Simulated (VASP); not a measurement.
# Cu (Fm-3m) in VASP: settings compared

Cu is run at these levels: PBE, r2SCAN; tasks: single point.

All numbers are computed with VASP 6.6.1; they aren't measurements. Logs are shortened: lines on timing, memory, paths and dates and some standing lists are left out, and cuts for length are marked.

## 1. The cell of the first run

It takes space group Fm-3m (No. 225, cubic). The conventional cell has a = 3.632 Å, b = 3.632 Å, c = 3.632 Å, α = 90.00°, β = 90.00°, γ = 90.00°. Within 3.4 Å of Cu (site symmetry m-3m) lie 12 Cu at 2.57 Å.

## 2. Single point, PBE

File INCAR:

```
SYSTEM = Cu
  PREC = Accurate
  ENCUT = 520
  EDIFF = 1E-6
  ISMEAR = -1
  SIGMA = 0.02
  LREAL = .FALSE.
  LASPH = .TRUE.
  NELM = 100
  ALGO = Normal
  ISIF = 2
  LWAVE = .FALSE.
  LCHARG = .FALSE.
  GGA = PE
  NBANDS = 12
```

File KPOINTS:

```
Automatic mesh
0
G
  10 10 10
  0 0 0
```

File POSCAR:

```
Cu
1.0
    0.0000000000      1.8159438355      1.8159438355
    1.8159438355      0.0000000000      1.8159438355
    1.8159438355      1.8159438355      0.0000000000
Cu
1
Direct
    0.0000000000      0.0000000000      0.0000000000
```

Potentials or basis: VASP PAW PBE potentials, release 64 (Cu).

Run with:

```bash
> cat potpaw_PBE.64/Cu/POTCAR > POTCAR
> mpirun -np 1 vasp_std > vasp.out
```

OUTCAR:

```text
SYSTEM = Cu
   PREC = Accurate
   ENCUT = 520
   EDIFF = 1E-6
   ISMEAR = -1
   LREAL = .FALSE.
   LASPH = .TRUE.
   NELM = 100
   ISIF = 2
   GGA = PE

 ion  position               nearest neighbor table
   1  0.000  0.000  0.000-

  LATTYP: Found a face centered cubic cell.
 ALAT       =     3.6318876710

  Lattice vectors:

 A1 = (   0.0000000000,   1.8159438355,   1.8159438355)
 A2 = (   1.8159438355,   0.0000000000,   1.8159438355)
 A3 = (   1.8159438355,   1.8159438355,   0.0000000000)

Analysis of symmetry for initial positions (statically):
=====================================================================
 Subroutine PRICEL returns:
 Original cell was already a primitive cell.

 Routine SETGRP: Setting up the symmetry group for a
 face centered cubic supercell.

 Subroutine GETGRP returns: Found 48 space group operations
 (whereof 48 operations were pure point group operations)
 out of a pool of 48 trial point group operations.

The static configuration has the point symmetry O_h .

Analysis of symmetry for dynamics (positions and initial velocities):
=====================================================================
 Subroutine PRICEL returns:
 Original cell was already a primitive cell.

 Routine SETGRP: Setting up the symmetry group for a
 face centered cubic supercell.

 Subroutine GETGRP returns: Found 48 space group operations
 (whereof 48 operations were pure point group operations)
 out of a pool of 48 trial point group operations.

The dynamic configuration has the point symmetry O_h .

 Subroutine INISYM returns: Found 48 space group operations
 (whereof 48 operations are pure point group operations),
 and found     1 'primitive' translations

----------------------------------------------------------------------------------------

                                     Primitive cell

  volume of cell :      11.9767

  direct lattice vectors                    reciprocal lattice vectors
     0.000000000  1.815943835  1.815943835    -0.275338912  0.275338912  0.275338912
     1.815943835  0.000000000  1.815943835     0.275338912 -0.275338912  0.275338912
     1.815943835  1.815943835  0.000000000     0.275338912  0.275338912 -0.275338912

  length of vectors
     2.568132401  2.568132401  2.568132401     0.476900985  0.476900985  0.476900985

  position of ions in fractional coordinates (direct lattice)
     0.000000000  0.000000000  0.000000000
[... 81 lines left out ...]
   NFREE  =      0    steps in history (QN), initial steepest desc. (CG)
   ISIF   =      2    stress and relaxation
   ISYM   =      2    0-nonsym 1-usesym 2-fastsym
   POTIM  = 0.5000    time-step for ionic-motion
   TEBEG  =    0.0;   TEEND  =   0.0 temperature during run
   PSTRESS=    0.0 pullay stress
   NELECT =      11.0000    total number of electrons
   NUPDOWN=      -1.0000    fix difference up-down
   EMIN   =  10.00;   EMAX   =-10.00  energy-range for DOS
   EFERMI =   0.00;   METHOD = LEGACY
   ISMEAR =    -1;   SIGMA  =   0.02  broadening in eV -4-tet -1-fermi 0-gaus
   EFERMI_NEDOS =   21; number of points for ismear=-14 and -15
   IALGO  =     38    algorithm
   IMIX   =      4    mixing-type and parameters
     AMIX     =   0.40;   BMIX     =  1.00
     AMIX_MAG =   1.60;   BMIX_MAG =  1.00
  volume/ion in A,a.u.               =      11.98        80.82
  Fermi-wavevector in a.u.,A,eV,Ry     =   1.591329  3.007176 34.454415  2.532328
  Thomas-Fermi vector in A             =   2.689886
   LORBIT       =      0    0 simple, 1 ext, 2 COOP (PROOUT), +10 PAW based schemes
   GGA     = PE    functional components
   LHFCALC =     F    Hartree Fock is set to
   AEXX    =    0.0000 exact exchange contribution
   IVDW    =     0    specifies the selected vdW correction
   LEPSILON=     F    determine dielectric tensor
   LRPA    =     F    only Hartree local field effects (RPA)
 non-spin polarized calculation
  energy-cutoff  :      520.00
  volume of cell :       11.98
 maximum number of plane-waves:       332
   NGX =  9   NGY =  9   NGZ =  9

 number of electron      10.9999997 magnetization

 Free energy of the ion-electron system (eV)
  ---------------------------------------------------
  ext. energy  EPLUGINS =         0.00000000
  ---------------------------------------------------
  free energy    TOTEN  =        -3.71381097 eV

  energy without entropy =       -3.71303560  energy(sigma->0) =       -3.71342328

 E-fermi :   7.2956     XC(G=0): -12.6447

 val. band max:        7.2119677302   @ k =   0.5000   0.2000   0.1000
 cond. band min:       7.3102676525   @ k =   0.5000   0.1000   0.0000
 fundamental gap:      0.0982999223
 Fermi energy:         7.2956244204

 k-point     1 :       0.0000    0.0000    0.0000
  band No.  band energies     occupation
      1      -1.8317      2.00000
      2       4.4320      2.00000
      3       4.4320      2.00000
      4       4.4320      2.00000
      5       5.2367      2.00000
      6       5.2367      2.00000
      7      29.8956      0.00000
      8      32.4316      0.00000
      9      32.4317      0.00000
     10      32.4317      0.00000
     11      34.9138      0.00000
     12      34.9138      0.00000
[... 331 lines left out ...]
 k-point    24 :       0.4000    0.3000    0.0000
  band No.  band energies     occupation
      1       2.4980      2.00000
      2       3.3888      2.00000
      3       4.9504      2.00000
      4       5.3722      2.00000
      5       5.7615      2.00000
      6       6.3717      2.00000
      7      19.4389      0.00000
      8      20.2412      0.00000
      9      22.2221      0.00000
     10      26.2778      0.00000
     11      29.8907      0.00000
     12      44.7293      0.00000

 [... further k-points ...]

------------------------ aborting loop because EDIFF is reached ----------------------------------------

  FORCE on cell =-STRESS in cart. coord.  units (eV):
  Direction    XX          YY          ZZ          XY          YZ          ZX
  --------------------------------------------------------------------------------------
  -------------------------------------------------------------------------------------
  Total        0.0444590      0.0444590      0.0444590      0.0000000      0.0000000      0.0000000
  in kB        5.9474788      5.9474788      5.9474788      0.0000000      0.0000000      0.0000000
  external PRESSURE =       5.9474788 kB  Pullay stress =       0.0000000 kB

 VOLUME and BASIS-vectors are now :
 -----------------------------------------------------------------------------
  energy-cutoff  :      520.00
  volume of cell :       11.98
      direct lattice vectors                 reciprocal lattice vectors
     0.000000000  1.815943835  1.815943835    -0.275338912  0.275338912  0.275338912
     1.815943835  0.000000000  1.815943835     0.275338912 -0.275338912  0.275338912
     1.815943835  1.815943835  0.000000000     0.275338912  0.275338912 -0.275338912

 POSITION                                       TOTAL-FORCE (eV/Angst)
 -----------------------------------------------------------------------------------
      0.00000      0.00000      0.00000         0.000000      0.000000      0.000000
 -----------------------------------------------------------------------------------
    total drift:                                0.000000     -0.000000      0.000000

  FREE ENERGIE OF THE ION-ELECTRON SYSTEM (eV)
  ---------------------------------------------------
  free  energy   TOTEN  =        -3.7138109710 eV

  energy  without entropy=       -3.7130355983  energy(sigma->0) =       -3.71342328
```

OSZICAR:

```text
N       E                     dE             d eps       ncg     rms          rms(c)
DAV:   1     0.432802546974E+02    0.43280E+02   -0.53666E+03  1264   0.152E+03
DAV:   2    -0.325042404322E+01   -0.46531E+02   -0.42525E+02  1160   0.206E+02
DAV:   3    -0.460517476309E+01   -0.13548E+01   -0.13233E+01  1288   0.395E+01
DAV:   4    -0.461397221085E+01   -0.87974E-02   -0.87964E-02  1272   0.288E+00
DAV:   5    -0.461405365736E+01   -0.81447E-04   -0.81446E-04  1332   0.279E-01    0.764E+00
DAV:   6    -0.410150225477E+01    0.51255E+00   -0.14493E+01  1332   0.719E+01    0.399E+00
DAV:   7    -0.372598141203E+01    0.37552E+00   -0.23387E+00  1316   0.287E+01    0.575E-01
DAV:   8    -0.371534009873E+01    0.10641E-01   -0.43517E-03  1304   0.961E-01    0.297E-01
DAV:   9    -0.371381285238E+01    0.15272E-02   -0.96522E-03  1404   0.169E+00    0.334E-02
DAV:  10    -0.371381150865E+01    0.13437E-05   -0.63039E-05  1660   0.137E-01    0.593E-03
DAV:  11    -0.371381097101E+01    0.53764E-06   -0.40790E-07   952   0.739E-03
   1 F= -.37138110E+01 E0= -.37134233E+01  d E =-.775373E-03
```

Wall time 10 s (1 thread of Intel Xeon 8259CL, shared host); peak memory 0.12 GiB.

What came out:

```
Free energy : -3.7138 eV
Pressure    : 0.6 GPa
```

## 3. Single point, PBE

This run uses another cell than the first one, of 11.45 Å³/atom, 0.956 times its volume.

File INCAR:

```
PREC     = Accurate       # precision mode
ENCUT    = 520            # plane-wave cutoff, eV
EDIFF    = 1E-6           # SCF threshold, eV
ISMEAR   = -1             # smearing method
SIGMA    = 0.02           # smearing width, eV
LREAL    = False          # projectors in reciprocal space
LASPH    = True           # aspherical terms in the spheres
NELM     = 100            # most SCF steps
ALGO     = Normal         # electronic algorithm
ISIF     = 2              # what is computed and relaxed
LWAVE    = False          # write WAVECAR
LCHARG   = False          # write CHGCAR
GGA      = PE             # functional
NBANDS   = 12             # bands
```

File KPOINTS:

```
Automatic mesh
0
Gamma
  12 12 12
```

File POSCAR:

```
Cu
1.0
    0.0000000000      1.7890322452      1.7890322452
    1.7890322452      0.0000000000      1.7890322452
    1.7890322452      1.7890322452      0.0000000000
Cu
1
Direct
    0.0000000000      0.0000000000      0.0000000000
```

Potentials or basis: VASP PAW PBE potentials, release 64 (Cu).

Run with:

```bash
> cat potpaw_PBE.64/Cu/POTCAR > POTCAR
> mpirun -np 1 vasp_std > vasp.out
```

Wall time 16 s (1 thread of Intel Xeon 8259CL, shared host); peak memory 0.13 GiB.

It converged, with:

```
Free energy : -3.7126 eV
Pressure    : 7.2 GPa
```

Levels at points of the mesh, in eV from the Fermi level:
| k point | band 4 | band 5 | band 6 | band 7 | band 8 | band 9 |
| --- | --- | --- | --- | --- | --- | --- |
| (0.00, 0.00, 0.00) | -3.05 | -2.19 | -2.19 | 22.92 | 25.80 | 25.80 |
| (0.50, 0.00, 0.00) | -1.59 | -1.59 | -1.02 | 3.99 | 21.40 | 22.63 |
| (0.50, 0.50, 0.00) | -1.45 | -1.45 | 1.55 | 7.41 | 13.40 | 13.40 |

## 4. Single point, r2SCAN

This run uses another cell than the first one, of 11.45 Å³/atom, 0.956 times its volume.

POSCAR is that of step 3.

File INCAR.step1:

```
SYSTEM = Cu
ALGO = Normal ; EDIFF = 1E-4
ENCUT = 520 ; GGA = PE
ISMEAR = -1 ; LASPH = .True.
LCHARG = .False. ; LREAL = .False.
LWAVE = .True. ; NBANDS = 12
NELM = 80 ; PREC = Accurate
SIGMA = 0.02
```

File INCAR.step2:

```
SYSTEM = Cu
ALGO = Normal ; EDIFF = 1E-7
ENCUT = 520 ; ISIF = 2
ISMEAR = -1 ; ISTART = 1
LASPH = .True. ; LCHARG = .False.
LMIXTAU = .True. ; LREAL = .False.
LWAVE = .False. ; METAGGA = R2SCAN
NBANDS = 12 ; NELM = 80
PREC = Accurate ; SIGMA = 0.02
```

File KPOINTS:

```
k-points
0
Gamma
  10 10 10
  0 0 0
```

Potentials or basis: VASP PAW PBE potentials, release 64 (Cu).

Run with:

```bash
> cat potpaw_PBE.64/Cu/POTCAR > POTCAR
> cp INCAR.step1 INCAR
> mpirun -np 1 vasp_std > vasp.out
> cp INCAR.step2 INCAR
> mpirun -np 1 vasp_std > vasp.out
```

OUTCAR:

```text
SYSTEM = Cu
   EDIFF = 1E-7
   ENCUT = 520
   ISIF = 2
   ISMEAR = -1
   ISTART = 1
   LASPH = .True.
   LREAL = .False.
   METAGGA = R2SCAN
   NELM = 80
   PREC = Accurate

 ion  position               nearest neighbor table
   1  0.000  0.000  0.000-

  LATTYP: Found a face centered cubic cell.
 ALAT       =     3.5780644904

  Lattice vectors:

 A1 = (   0.0000000000,   1.7890322452,   1.7890322452)
 A2 = (   1.7890322452,   0.0000000000,   1.7890322452)
 A3 = (   1.7890322452,   1.7890322452,   0.0000000000)

Analysis of symmetry for initial positions (statically):
=====================================================================
 Subroutine PRICEL returns:
 Original cell was already a primitive cell.

 Routine SETGRP: Setting up the symmetry group for a
 face centered cubic supercell.

 Subroutine GETGRP returns: Found 48 space group operations
 (whereof 48 operations were pure point group operations)
 out of a pool of 48 trial point group operations.

The static configuration has the point symmetry O_h .

Analysis of symmetry for dynamics (positions and initial velocities):
=====================================================================
 Subroutine PRICEL returns:
 Original cell was already a primitive cell.

 Routine SETGRP: Setting up the symmetry group for a
 face centered cubic supercell.

 Subroutine GETGRP returns: Found 48 space group operations
 (whereof 48 operations were pure point group operations)
 out of a pool of 48 trial point group operations.

The dynamic configuration has the point symmetry O_h .

 Subroutine INISYM returns: Found 48 space group operations
 (whereof 48 operations are pure point group operations),
 and found     1 'primitive' translations

----------------------------------------------------------------------------------------

                                     Primitive cell

[... 112 lines left out ...]
   LORBIT       =      0    0 simple, 1 ext, 2 COOP (PROOUT), +10 PAW based schemes
   METAGGA = R2SCAN    functional components
   LHFCALC =     F    Hartree Fock is set to
   AEXX    =    0.0000 exact exchange contribution
   IVDW    =     0    specifies the selected vdW correction
   LEPSILON=     F    determine dielectric tensor
   LRPA    =     F    only Hartree local field effects (RPA)
 non-spin polarized calculation
  energy-cutoff  :      520.00
  volume of cell :       11.45
 maximum number of plane-waves:       331
   NGX =  9   NGY =  9   NGZ =  9

 number of electron      11.0000012 magnetization

 Free energy of the ion-electron system (eV)
  ---------------------------------------------------
  ext. energy  EPLUGINS =         0.00000000
  ---------------------------------------------------
  free energy    TOTEN  =       -10.81123634 eV

  energy without entropy =      -10.80989551  energy(sigma->0) =      -10.81056593

 E-fermi :   7.6170     XC(G=0): -13.9539

 val. band max:        7.5682127557   @ k =   0.5000   0.2000   0.1000
 cond. band min:       7.6182172485   @ k =   0.5000   0.1000   0.0000
 fundamental gap:      0.0500044928
 Fermi energy:         7.6170098721

 k-point     1 :       0.0000    0.0000    0.0000
  band No.  band energies     occupation
      1      -2.1323      2.00000
      2       4.5475      2.00000
      3       4.5476      2.00000
      4       4.5476      2.00000
      5       5.4041      2.00000
      6       5.4041      2.00000
      7      31.4227      0.00000
      8      34.7003      0.00000
      9      34.7003      0.00000
     10      34.7006      0.00000
     11      37.1161      0.00000
     12      37.1161      0.00000
[... 331 lines left out ...]
 k-point    24 :       0.4000    0.3000    0.0000
  band No.  band energies     occupation
      1       2.4349      2.00000
      2       3.3871      2.00000
      3       5.1105      2.00000
      4       5.5608      2.00000
      5       5.9817      2.00000
      6       6.6670      2.00000
      7      20.6944      0.00000
      8      21.5875      0.00000
      9      23.7671      0.00000
     10      27.8647      0.00000
     11      32.0343      0.00000
     12      47.5652      0.00000

 [... further k-points ...]

------------------------ aborting loop because EDIFF is reached ----------------------------------------

  FORCE on cell =-STRESS in cart. coord.  units (eV):
  Direction    XX          YY          ZZ          XY          YZ          ZX
  --------------------------------------------------------------------------------------
  -------------------------------------------------------------------------------------
  Total        0.0455953      0.0455953      0.0455953      0.0000000      0.0000000     -0.0000000
  in kB        6.3789118      6.3789118      6.3789118      0.0000000      0.0000000     -0.0000000
  external PRESSURE =       6.3789118 kB  Pullay stress =       0.0000000 kB

 VOLUME and BASIS-vectors are now :
 -----------------------------------------------------------------------------
  energy-cutoff  :      520.00
  volume of cell :       11.45
      direct lattice vectors                 reciprocal lattice vectors
     0.000000000  1.789032245  1.789032245    -0.279480709  0.279480709  0.279480709
     1.789032245  0.000000000  1.789032245     0.279480709 -0.279480709  0.279480709
     1.789032245  1.789032245  0.000000000     0.279480709  0.279480709 -0.279480709

 POSITION                                       TOTAL-FORCE (eV/Angst)
 -----------------------------------------------------------------------------------
      0.00000      0.00000      0.00000         0.000000      0.000000     -0.000000
 -----------------------------------------------------------------------------------
    total drift:                                0.000000      0.000000      0.000000

  FREE ENERGIE OF THE ION-ELECTRON SYSTEM (eV)
  ---------------------------------------------------
  free  energy   TOTEN  =       -10.8112363423 eV

  energy  without entropy=      -10.8098955089  energy(sigma->0) =      -10.81056593
```

Run time: 61 s. Hardware: 1 thread of Intel Xeon 8259CL, shared host; peak memory 0.13 GiB.

What came out:

* Free energy: -10.8112 eV
* Pressure: 0.6 GPa

Levels at points of the mesh, in eV from the Fermi level:
```tsv
k point	band 4	band 5	band 6	band 7	band 8	band 9
(0.00, 0.00, 0.00)	-3.07	-2.21	-2.21	23.81	27.08	27.08
(0.50, 0.00, 0.00)	-1.60	-1.60	-0.98	4.30	22.29	23.81
(0.50, 0.50, 0.00)	-1.44	-1.44	1.73	7.82	14.18	14.18
```

Caveat: the PAW data sets were made with another functional, which shifts forces and pressure a little.

## 5. Single point, r2SCAN

This run uses another cell than the first one, of 11.45 Å³/atom, 0.956 times its volume.

POSCAR is that of step 4.

File INCAR.step1:

```
SYSTEM = Cu
ALGO = Normal
EDIFF = 1E-4
ENCUT = 520
GGA = PE
ISMEAR = -1
LASPH = .True.
LCHARG = .False.
LREAL = .False.
LWAVE = .True.
NBANDS = 12
NELM = 80
PREC = Accurate
SIGMA = 0.02
```

File INCAR.step2:

```
SYSTEM = Cu
ALGO = Normal
EDIFF = 1E-7
ENCUT = 520
ISIF = 2
ISMEAR = -1
ISTART = 1
LASPH = .True.
LCHARG = .True.
LELF = .True.
LMIXTAU = .True.
LREAL = .False.
LVHAR = .True.
LWAVE = .False.
METAGGA = R2SCAN
NBANDS = 12
NELM = 80
PREC = Accurate
SIGMA = 0.02
```

File KPOINTS:

```
k-points
0
Gamma
  12 12 12
  0 0 0
```

Run with:

```bash
> cat potpaw_PBE.64/Cu/POTCAR > POTCAR
> cp INCAR.step1 INCAR
> mpirun -np 1 vasp_std > vasp.out
> cp INCAR.step2 INCAR
> mpirun -np 1 vasp_std > vasp.out
```

Wall time 88 s (1 thread of Intel Xeon 8259CL, shared host); peak memory 0.13 GiB.

It converged, with:

```
Free energy : -10.8234 eV
Pressure    : 0.3 GPa
```

Levels at points of the mesh, in eV from the Fermi level:
| k point | band 4 | band 5 | band 6 | band 7 | band 8 | band 9 |
| --- | --- | --- | --- | --- | --- | --- |
| (0.00, 0.00, 0.00) | -3.16 | -2.30 | -2.30 | 23.72 | 27.00 | 27.00 |
| (0.50, 0.00, 0.00) | -1.69 | -1.69 | -1.06 | 4.21 | 22.21 | 23.72 |
| (0.50, 0.50, 0.00) | -1.53 | -1.53 | 1.65 | 7.73 | 14.10 | 14.10 |

Caveat: the PAW data sets were made with another functional, which shifts forces and pressure a little.

## 6. Summary

```csv
level,cell,k mesh,gap on the mesh (eV),pressure (GPa)
PBE,"a = 2.568 Å, angles 60.0°, 1 atom",10 × 10 × 10,none,0.6
PBE,"a = 2.530 Å, angles 60.0°, 1 atom",12 × 12 × 12,none,7.2
r2SCAN,"a = 2.530 Å, angles 60.0°, 1 atom",10 × 10 × 10,none,0.6
r2SCAN,"a = 2.530 Å, angles 60.0°, 1 atom",12 × 12 × 12,none,0.3
```

Alike in all rows: task single point; potentials or basis VASP PAW PBE potentials, release 64 (Cu); no spin polarisation; cutoff (eV) 520; smearing fermi-dirac 0.02 eV.

Caveats: the PAW data sets were made with another functional, which shifts forces and pressure a little (some runs).

Total energies depend on the potentials used, so only differences within one code and one set of settings carry meaning.
